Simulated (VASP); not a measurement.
# TiPt5 (P4/mmm) in VASP: notebook

TiPt5 is run at these levels: PBE; tasks: single point, relaxation of cell and atoms.

All numbers are computed with VASP 6.6.1; they aren't measurements. Logs are shortened: lines on timing, memory, paths and dates and some standing lists are left out, and cuts for length are marked.

### 1 The cell of the first run

It takes space group P4/mmm (No. 123, tetragonal). The conventional cell has a = 3.912 Å, b = 3.912 Å, c = 6.451 Å, α = 90.00°, β = 90.00°, γ = 90.00°. Within 3.6 Å of Ti (site symmetry 4/mmm) lie 12 Pt at 2.74 to 2.77 Å. Within 3.4 Å of Pt (site symmetry 2mm) lie 7 Pt at 2.61 to 2.77 Å and 2 Ti at 2.74 Å. Within 3.6 Å of Pt (site symmetry 4/mmm) lie 8 Pt at 2.74 Å and 4 Ti at 2.77 Å.

### 2 Single point, PBE

File INCAR:

```
SYSTEM = TiPt5
PREC     = Accurate       ! precision mode
ENCUT    = 520            ! plane-wave cutoff, eV
EDIFF    = 1E-6           ! SCF threshold, eV
ISMEAR   = 0              ! smearing method
SIGMA    = 0.1            ! smearing width, eV
LREAL    = .False.        ! projectors in reciprocal space
LASPH    = .True.         ! aspherical terms in the spheres
NELM     = 100            ! most SCF steps
ALGO     = Normal         ! electronic algorithm
ISIF     = 2              ! what is computed and relaxed
LWAVE    = .False.        ! write WAVECAR
LCHARG   = .False.        ! write CHGCAR
GGA      = PE             ! functional
NBANDS   = 40             ! bands
```

File KPOINTS:

```
regular mesh
0
Gamma
  10 10 6
  0 0 0
```

File POSCAR:

```
TiPt5
1.0
    3.9120505493      0.0000000000      0.0000000000
    0.0000000000      3.9120505493      0.0000000000
    0.0000000000      0.0000000000      6.4511429621
Ti Pt
1 5
Direct
    0.5000000000      0.5000000000      0.5000000000
    0.0000000000      0.5000000000      0.2021787062
    0.5000000000      0.0000000000      0.2021787062
    0.0000000000      0.5000000000      0.7978212938
    0.5000000000      0.0000000000      0.7978212938
    0.0000000000      0.0000000000      0.5000000000
```

Potentials or basis: VASP PAW PBE potentials, release 64 (Ti_sv, Pt).

On the command line:

```
cat potpaw_PBE.64/Ti_sv/POTCAR potpaw_PBE.64/Pt/POTCAR > POTCAR
mpirun -np 1 vasp_std > vasp.out
```

OUTCAR:

```text
SYSTEM = TiPt5
   PREC = Accurate
   ENCUT = 520
   EDIFF = 1E-6
   ISMEAR = 0
   LREAL = .False.
   LASPH = .True.
   NELM = 100
   ISIF = 2
   GGA = PE

 ion  position               nearest neighbor table
   1  0.500  0.500  0.500-   2 2.74   3 2.74   4 2.74   5 2.74   3 2.74   5 2.74   2 2.74   4 2.74
                             6 2.77   6 2.77   6 2.77   6 2.77
   2  0.000  0.500  0.202-   4 2.61   1 2.74   6 2.74   6 2.74   1 2.74   3 2.77   3 2.77   3 2.77
                             3 2.77
   3  0.500  0.000  0.202-   5 2.61   1 2.74   6 2.74   1 2.74   6 2.74   2 2.77   2 2.77   2 2.77
                             2 2.77
   4  0.000  0.500  0.798-   2 2.61   1 2.74   6 2.74   6 2.74   1 2.74   5 2.77   5 2.77   5 2.77
                             5 2.77
   5  0.500  0.000  0.798-   3 2.61   1 2.74   6 2.74   1 2.74   6 2.74   4 2.77   4 2.77   4 2.77
                             4 2.77
   6  0.000  0.000  0.500-   2 2.74   3 2.74   4 2.74   5 2.74   2 2.74   4 2.74   3 2.74   5 2.74
                             1 2.77   1 2.77   1 2.77   1 2.77

  LATTYP: Found a simple tetragonal cell.
 ALAT       =     3.9120505493
 C/A-ratio  =     1.6490438661

  Lattice vectors:

 A1 = (   3.9120505493,   0.0000000000,   0.0000000000)
 A2 = (   0.0000000000,   3.9120505493,   0.0000000000)
 A3 = (   0.0000000000,   0.0000000000,   6.4511429621)

Analysis of symmetry for initial positions (statically):
=====================================================================
 Subroutine PRICEL returns:
 Original cell was already a primitive cell.

 Routine SETGRP: Setting up the symmetry group for a
 simple tetragonal supercell.

 Subroutine GETGRP returns: Found 16 space group operations
 (whereof 16 operations were pure point group operations)
 out of a pool of 16 trial point group operations.

The static configuration has the point symmetry D_4h.

Analysis of symmetry for dynamics (positions and initial velocities):
=====================================================================
 Subroutine PRICEL returns:
 Original cell was already a primitive cell.

 Routine SETGRP: Setting up the symmetry group for a
 simple tetragonal supercell.

 Subroutine GETGRP returns: Found 16 space group operations
 (whereof 16 operations were pure point group operations)
 out of a pool of 16 trial point group operations.

The dynamic configuration has the point symmetry D_4h.

 Subroutine INISYM returns: Found 16 space group operations
 (whereof 16 operations are pure point group operations),
 and found     1 'primitive' translations

[... 105 lines left out ...]
   NSW    =      0    number of steps for IOM
   IBRION =     -1    ionic relax: 0-MD 1-quasi-New 2-CG
   NFREE  =      0    steps in history (QN), initial steepest desc. (CG)
   ISIF   =      2    stress and relaxation
   ISYM   =      2    0-nonsym 1-usesym 2-fastsym
   POTIM  = 0.5000    time-step for ionic-motion
   TEBEG  =    0.0;   TEEND  =   0.0 temperature during run
   PSTRESS=    0.0 pullay stress
   NELECT =      62.0000    total number of electrons
   NUPDOWN=      -1.0000    fix difference up-down
   EMIN   =  10.00;   EMAX   =-10.00  energy-range for DOS
   EFERMI =   0.00;   METHOD = LEGACY
   ISMEAR =     0;   SIGMA  =   0.10  broadening in eV -4-tet -1-fermi 0-gaus
   EFERMI_NEDOS =   21; number of points for ismear=-14 and -15
   IALGO  =     38    algorithm
   IMIX   =      4    mixing-type and parameters
     AMIX     =   0.40;   BMIX     =  1.00
     AMIX_MAG =   1.60;   BMIX_MAG =  1.00
  volume/ion in A,a.u.               =      16.45       111.04
  Fermi-wavevector in a.u.,A,eV,Ry     =   1.401921  2.649246 26.740651  1.965382
  Thomas-Fermi vector in A             =   2.524734
   LORBIT       =      0    0 simple, 1 ext, 2 COOP (PROOUT), +10 PAW based schemes
   GGA     = PE    functional components
   LHFCALC =     F    Hartree Fock is set to
   AEXX    =    0.0000 exact exchange contribution
   IVDW    =     0    specifies the selected vdW correction
   LEPSILON=     F    determine dielectric tensor
   LRPA    =     F    only Hartree local field effects (RPA)
 non-spin polarized calculation
 Gauss-broadening in eV      SIGMA  =   0.10
  energy-cutoff  :      520.00
  volume of cell :       98.73
 maximum number of plane-waves:      2696
 NGX is ok and might be reduce to    30
   NGX = 15   NGY = 15   NGZ = 23

 number of electron      62.0000007 magnetization

 Free energy of the ion-electron system (eV)
  ---------------------------------------------------
  ext. energy  EPLUGINS =         0.00000000
  ---------------------------------------------------
  free energy    TOTEN  =       -40.77866839 eV

  energy without entropy =      -40.74049400  energy(sigma->0) =      -40.75958119

 E-fermi :   9.6153     XC(G=0): -12.6797

 val. band max:        9.6093539154   @ k =   0.3000   0.2000   0.1667
 cond. band min:       9.6172557227   @ k =   0.2000   0.0000   0.0000
 fundamental gap:      0.0079018073
 Fermi energy:         9.6152533224

 k-point     1 :       0.0000    0.0000    0.0000
  band No.  band energies     occupation
      1     -47.8327      2.00000
      2     -24.0865      2.00000
      3     -24.0865      2.00000
      4     -24.0277      2.00000
      5       0.5744      2.00000
      6       3.1929      2.00000
[... 1021 lines left out ...]
     39      14.7171      0.00000
     40      14.8007      0.00000

 [... further k-points ...]

------------------------ aborting loop because EDIFF is reached ----------------------------------------

  FORCE on cell =-STRESS in cart. coord.  units (eV):
  Direction    XX          YY          ZZ          XY          YZ          ZX
  --------------------------------------------------------------------------------------
  -------------------------------------------------------------------------------------
  Total       -0.2088883     -0.2088883     -0.2241024      0.0000000     -0.0000000      0.0000000
  in kB       -3.3898395     -3.3898395     -3.6367334      0.0000000     -0.0000000      0.0000000
  external PRESSURE =      -3.4721375 kB  Pullay stress =       0.0000000 kB

 VOLUME and BASIS-vectors are now :
 -----------------------------------------------------------------------------
  energy-cutoff  :      520.00
  volume of cell :       98.73
      direct lattice vectors                 reciprocal lattice vectors
     3.912050549  0.000000000  0.000000000     0.255620419  0.000000000  0.000000000
     0.000000000  3.912050549  0.000000000     0.000000000  0.255620419  0.000000000
     0.000000000  0.000000000  6.451142962     0.000000000  0.000000000  0.155011291

 POSITION                                       TOTAL-FORCE (eV/Angst)
 -----------------------------------------------------------------------------------
      1.95603      1.95603      3.22557         0.000000     -0.000000      0.000000
      0.00000      1.95603      1.30428        -0.000000      0.000000      0.002031
      1.95603      0.00000      1.30428         0.000000     -0.000000      0.002031
      0.00000      1.95603      5.14686         0.000000      0.000000     -0.002031
      1.95603      0.00000      5.14686        -0.000000     -0.000000     -0.002031
      0.00000      0.00000      3.22557         0.000000     -0.000000      0.000000
 -----------------------------------------------------------------------------------
    total drift:                                0.000000      0.000000      0.000000

  FREE ENERGIE OF THE ION-ELECTRON SYSTEM (eV)
  ---------------------------------------------------
  free  energy   TOTEN  =       -40.7786683868 eV

  energy  without entropy=      -40.7404939959  energy(sigma->0) =      -40.75958119
```

OSZICAR:

```text
N       E                     dE             d eps       ncg     rms          rms(c)
DAV:   1     0.547798681788E+03    0.54780E+03   -0.30834E+04  6720   0.162E+03
DAV:   2    -0.475465451105E+00   -0.54827E+03   -0.51503E+03  7192   0.409E+02
DAV:   3    -0.422724636168E+02   -0.41797E+02   -0.39027E+02  9960   0.101E+02
DAV:   4    -0.443314927835E+02   -0.20590E+01   -0.20472E+01  8816   0.192E+01
DAV:   5    -0.443921426874E+02   -0.60650E-01   -0.60644E-01  8480   0.304E+00    0.241E+01
DAV:   6    -0.413440213442E+02    0.30481E+01   -0.85739E+00  8248   0.227E+01    0.112E+01
DAV:   7    -0.423062653337E+02   -0.96224E+00   -0.88573E+00  9528   0.227E+01    0.116E+01
DAV:   8    -0.408339547927E+02    0.14723E+01   -0.97480E-01  9200   0.107E+01    0.419E+00
DAV:   9    -0.408689468043E+02   -0.34992E-01   -0.45381E-01 10200   0.509E+00    0.281E+00
DAV:  10    -0.407837517147E+02    0.85195E-01   -0.13928E-01  8704   0.318E+00    0.764E-01
DAV:  11    -0.407791029619E+02    0.46488E-02   -0.18816E-02  9960   0.117E+00    0.225E-01
DAV:  12    -0.407787560420E+02    0.34692E-03   -0.28919E-03  8064   0.515E-01    0.122E-01
DAV:  13    -0.407786803653E+02    0.75677E-04   -0.37305E-04  8632   0.171E-01    0.292E-02
DAV:  14    -0.407786704567E+02    0.99087E-05   -0.19788E-05  7792   0.375E-02    0.123E-02
DAV:  15    -0.407786693803E+02    0.10764E-05   -0.12496E-06  5496   0.637E-03    0.852E-03
DAV:  16    -0.407786683290E+02    0.10513E-05   -0.26362E-06  6592   0.139E-02    0.866E-04
DAV:  17    -0.407786683868E+02   -0.57811E-07   -0.30902E-07  3736   0.301E-03
   1 F= -.40778668E+02 E0= -.40759581E+02  d E =-.381744E-01
```

Run time: 3.2 min. Hardware: 1 thread of AMD EPYC 9R45 (Zen 5), shared host; peak memory 0.36 GiB.

Results:

* Free energy: -40.7787 eV
* Pressure: -0.3 GPa
* Band gap on the k mesh: zero (band 31 reaches 10.47 eV, above the bottom of band 32 at 9.24 eV)

Forces on the atoms (eV/Å):
```
Ti   0.000  0.000  0.000
Pt   0.000  0.000  0.002
Pt   0.000  0.000  0.002
Pt   0.000  0.000 -0.002
Pt   0.000  0.000 -0.002
Pt   0.000  0.000  0.000
```

Caveat: spin-orbit coupling is left out, which moves the levels of the heavy elements.

### 3 Relaxation of cell and atoms, PBE

File INCAR:

```
PREC = Accurate
ENCUT = 600
EDIFF = 1E-6
ISMEAR = 0
SIGMA = 0.1
LREAL = F
LASPH = T
NELM = 100
ALGO = Normal
ISIF = 3
LWAVE = F
LCHARG = F
GGA = PE
IBRION = 2
NSW = 100
EDIFFG = -0.01
```

File KPOINTS:

```
Automatic mesh
0
Gamma
  10 10 6
```

File POSCAR:

```
TiPt5
1.0
    3.9082297044      0.0000000000      0.0000000000
    0.0000000000      3.9082297044      0.0000000000
    0.0000000000      0.0000000000      6.4579221157
Ti Pt
1 5
Direct
    0.5000000000      0.5000000000      0.5000000000
    0.0000000000      0.5000000000      0.2013018957
    0.5000000000      0.0000000000      0.2013018957
    0.0000000000      0.5000000000      0.7986981043
    0.5000000000      0.0000000000      0.7986981043
    0.0000000000      0.0000000000      0.5000000000
```

Potentials or basis: VASP PAW PBE potentials, release 64 (Ti_sv, Pt).

On the command line:

```
cat potpaw_PBE.64/Ti_sv/POTCAR potpaw_PBE.64/Pt/POTCAR > POTCAR
mpirun -np 1 vasp_std > vasp.out
```

It took 8.9 min on 1 thread of Intel Xeon 6975P-C (Granite Rapids), shared host; peak memory 0.46 GiB.

It converged, with:

- Free energy: -40.7792 eV
- Relaxed volume: 16.44 Å³/atom
- Relaxed cell: a = 3.910 Å, b = 3.910 Å, c = 6.449 Å, α = 90.00°, β = 90.00°, γ = 90.00°
- Space group after relaxing (to 0.05 Å): P4/mmm (No. 123)
- Energy gained by relaxing: 0.2 meV/atom
- Ionic steps: 6
- Pressure after relaxing: 0.0 GPa
- Largest force after relaxing: 0.004 eV/Å
- Band gap on the k mesh: zero (band 31 reaches 10.50 eV, above the bottom of band 32 at 9.26 eV)

Forces in eV/Å, atoms in the order of the input:
```
Ti   0.000  0.000  0.000
Pt   0.000  0.000  0.004
Pt   0.000  0.000  0.004
Pt   0.000  0.000 -0.004
Pt   0.000  0.000 -0.004
Pt   0.000  0.000  0.000
```

Step by step:
| step | energy change (eV) | largest force (eV/Å) | pressure (GPa) | volume (Å³) |
| --- | --- | --- | --- | --- |
| 1 | 0.0000 | 0.0923 | -0.31 | 98.64 |
| 2 | 0.0000 | 0.0079 | 0.82 | 98.19 |
| 3 | -0.0006 | 0.0427 | 0.28 | 98.41 |
| 4 | -0.0011 | 0.0123 | 0.00 | 98.60 |
| 5 | -0.0011 | 0.0068 | 0.02 | 98.58 |
| 6 | -0.0011 | 0.0035 | -0.03 | 98.61 |

Final structure:
```cif
data_structure
_symmetry_space_group_name_H-M 'P 1'
_symmetry_Int_Tables_number 1
_cell_length_a 3.9104
_cell_length_b 3.9104
_cell_length_c 6.4492
_cell_angle_alpha 90.000
_cell_angle_beta 90.000
_cell_angle_gamma 90.000
_cell_volume 98.61
loop_
_atom_site_label
_atom_site_type_symbol
_atom_site_fract_x
_atom_site_fract_y
_atom_site_fract_z
_atom_site_occupancy
Ti1 Ti 0.50000 0.50000 0.50000 1
Pt1 Pt 0.00000 0.50000 0.20212 1
Pt2 Pt 0.50000 0.00000 0.20212 1
Pt3 Pt 0.00000 0.50000 0.79788 1
Pt4 Pt 0.50000 0.00000 0.79788 1
Pt5 Pt 0.00000 0.00000 0.50000 1
```

Levels at points of the mesh, in eV from the Fermi level:
| k point | band 29 | band 30 | band 31 | band 32 | band 33 | band 34 |
| --- | --- | --- | --- | --- | --- | --- |
| (0.00, 0.00, 0.00) | 0.04 | 0.04 | 0.77 | 0.86 | 1.55 | 1.77 |
| (0.50, 0.00, 0.00) | -1.84 | -1.45 | -0.86 | -0.36 | 0.18 | 0.67 |
| (0.50, 0.50, 0.00) | -0.83 | 0.35 | 0.35 | 1.00 | 1.00 | 1.61 |
| (0.00, 0.00, 0.50) | 0.42 | 0.77 | 0.86 | 1.30 | 1.30 | 1.48 |
| (0.50, 0.00, 0.50) | -1.43 | -1.39 | -0.67 | -0.29 | 0.41 | 0.87 |
| (0.50, 0.50, 0.50) | -0.40 | -0.13 | 0.08 | 0.10 | 0.50 | 1.44 |

Caveat: spin-orbit coupling is left out, which moves the levels of the heavy elements.

### 4 Single point, PBE

This run uses another cell than the first one, of 15.46 Å³/atom, 0.939 times its volume.

File INCAR:

```
PREC = Accurate ; ENCUT = 520
EDIFF = 1E-7 ; ISMEAR = 0
SIGMA = 0.1 ; LREAL = F
LASPH = T ; NELM = 80
ALGO = Fast ; ISIF = 2
LWAVE = F ; LCHARG = T
GGA = PE ; LELF = T
LVHAR = T ; NBANDS = 40
```

File KPOINTS:

```
Automatic mesh
0
Gamma
  6 6 4
```

File POSCAR:

```
TiPt5
1.0
    3.6428717600      0.0000000000      0.0000000000
    0.0000000000      3.6428717600      0.0000000000
    0.0000000000      0.0000000000      6.9878247000
Ti Pt
1 5
Direct
    0.5000000000      0.5000000000      0.5000000000
    0.0000000000      0.5000000000      0.1396811200
    0.5000000000      0.0000000000      0.1396811200
    0.0000000000      0.5000000000      0.8603188800
    0.5000000000      0.0000000000      0.8603188800
    0.0000000000      0.0000000000      0.5000000000
```

On the command line:

```
cat potpaw_PBE.64/Ti_sv/POTCAR potpaw_PBE.64/Pt/POTCAR > POTCAR
mpirun -np 1 vasp_std > vasp.out
```

It took 1.9 min on 1 thread of Intel Xeon 6975P-C (Granite Rapids), shared host; peak memory 0.25 GiB.

The run converged. Its results:

```yaml
Free_energy: -29.0272 eV
Pressure: 64.3 GPa
Largest_force: 23.518 eV/Å
Band_gap_on_the_k_mesh: zero (band 31 reaches 12.04 eV, above the bottom of band 32 at 10.36 eV)
```

Forces on the atoms (eV/Å):
```
Ti    0.000   0.000   0.000
Pt    0.000   0.000  23.518
Pt    0.000   0.000  23.518
Pt    0.000   0.000 -23.518
Pt    0.000   0.000 -23.518
Pt    0.000   0.000   0.000
```

Stress tensor (GPa, compression positive):
```
 26.50   0.00   0.00
  0.00  26.50   0.00
  0.00   0.00 140.03
```

Levels at points of the mesh, in eV from the Fermi level:
```tsv
k point	band 28	band 29	band 30	band 31	band 32	band 33
(0.00, 0.00, 0.00)	-0.12	-0.12	0.44	0.69	0.88	1.49
(0.50, 0.00, 0.00)	-1.87	-1.53	-1.45	-1.03	-0.47	-0.46
(0.50, 0.50, 0.00)	0.27	0.28	0.49	0.49	0.65	0.65
(0.00, 0.00, 0.50)	-0.04	-0.04	0.47	0.69	1.03	1.03
(0.50, 0.00, 0.50)	-2.14	-1.80	-1.30	-1.01	-0.99	0.08
(0.50, 0.50, 0.50)	-1.48	-1.45	0.03	0.14	0.35	1.19
```

Caveat: spin-orbit coupling is left out, which moves the levels of the heavy elements; forces of over 1 eV/Å act on the atoms, so gaps and moduli don't describe the material at rest.

### 5 Single point, PBE

File INCAR:

```
PREC = Accurate
ENCUT = 520
EDIFF = 1E-6
ISMEAR = 0
SIGMA = 0.1
LREAL = False
LASPH = True
NELM = 80
ALGO = Fast
ISIF = 2
LWAVE = False
LCHARG = False
GGA = PE
NBANDS = 40
```

File KPOINTS:

```
regular mesh
0
Gamma
  6 6 4
```

File POSCAR:

```
TiPt5
1.0
    3.9082297044      0.0000000000      0.0000000000
    0.0000000000      3.9082297044      0.0000000000
    0.0000000000      0.0000000000      6.4579221157
Ti Pt
1 5
Direct
    0.5000000000      0.5000000000      0.5000000000
    0.0000000000      0.5000000000      0.2013018957
    0.5000000000      0.0000000000      0.2013018957
    0.0000000000      0.5000000000      0.7986981043
    0.5000000000      0.0000000000      0.7986981043
    0.0000000000      0.0000000000      0.5000000000
```

On the command line:

```
cat potpaw_PBE.64/Ti_sv/POTCAR potpaw_PBE.64/Pt/POTCAR > POTCAR
mpirun -np 1 vasp_std > vasp.out
```

Wall time 97 s (1 thread of Intel Xeon 6975P-C (Granite Rapids), shared host); peak memory 0.25 GiB.

Results (log left out):

- Free energy: -40.7570 eV
- Pressure: -0.2 GPa
- Largest force: 0.009 eV/Å
- Band gap on the k mesh: zero (band 31 reaches 10.50 eV, above the bottom of band 32 at 9.27 eV)

Forces on the atoms (eV/Å):
```
Ti   0.000  0.000  0.000
Pt   0.000  0.000 -0.009
Pt   0.000  0.000 -0.009
Pt   0.000  0.000  0.009
Pt   0.000  0.000  0.009
Pt   0.000  0.000  0.000
```

Stress tensor (GPa, compression positive):
```
-0.16  0.00  0.00
 0.00 -0.16  0.00
 0.00  0.00 -0.35
```

Levels at points of the mesh, in eV from the Fermi level:
```tsv
k point	band 27	band 28	band 29	band 30	band 31	band 32	band 33	band 34	band 35	band 36
(0.00, 0.00, 0.00)	-0.41	-0.30	0.05	0.05	0.77	0.87	1.57	1.76	2.00	2.00
(0.50, 0.00, 0.00)	-1.85	-1.85	-1.83	-1.44	-0.85	-0.36	0.19	0.67	1.20	2.21
(0.50, 0.50, 0.00)	-0.86	-0.83	-0.82	0.37	0.37	1.00	1.00	1.62	1.62	1.63
(0.00, 0.00, 0.50)	-0.63	-0.54	0.44	0.78	0.87	1.30	1.30	1.44	1.79	1.92
(0.50, 0.00, 0.50)	-1.81	-1.64	-1.42	-1.38	-0.67	-0.29	0.43	0.87	1.30	1.57
(0.50, 0.50, 0.50)	-1.71	-1.48	-0.40	-0.14	0.08	0.11	0.52	1.44	1.44	1.93
```

Caveat: spin-orbit coupling is left out, which moves the levels of the heavy elements.

### 6 The runs side by side

| task | cell | k mesh | cutoff (eV) | gap on the mesh (eV) | pressure (GPa) | largest force (eV/Å) |
| --- | --- | --- | --- | --- | --- | --- |
| single point | a = 3.912, b = 3.912, c = 6.451 Å, 6 atoms | 10 × 10 × 6 | 520 | none | -0.3 | - |
| relaxation of cell and atoms | relaxed from a = 3.908, b = 3.908, c = 6.458 Å, 6 atoms | 10 × 10 × 6 | 600 | none | 0.0 | - |
| single point | a = 3.643, b = 3.643, c = 6.988 Å, 6 atoms | 6 × 6 × 4 | 520 | none | 64.3 | 23.52 |
| single point | a = 3.908, b = 3.908, c = 6.458 Å, 6 atoms | 6 × 6 × 4 | 520 | none | -0.2 | 0.01 |

Alike in all rows: level PBE; potentials or basis VASP PAW PBE potentials, release 64 (Ti_sv, Pt); no spin polarisation; smearing gaussian 0.1 eV.

Caveats: spin-orbit coupling is left out, which moves the levels of the heavy elements; forces of over 1 eV/Å act on the atoms, so gaps and moduli don't describe the material at rest (some runs).

Absolute energies hang on the potentials; compare differences alone.
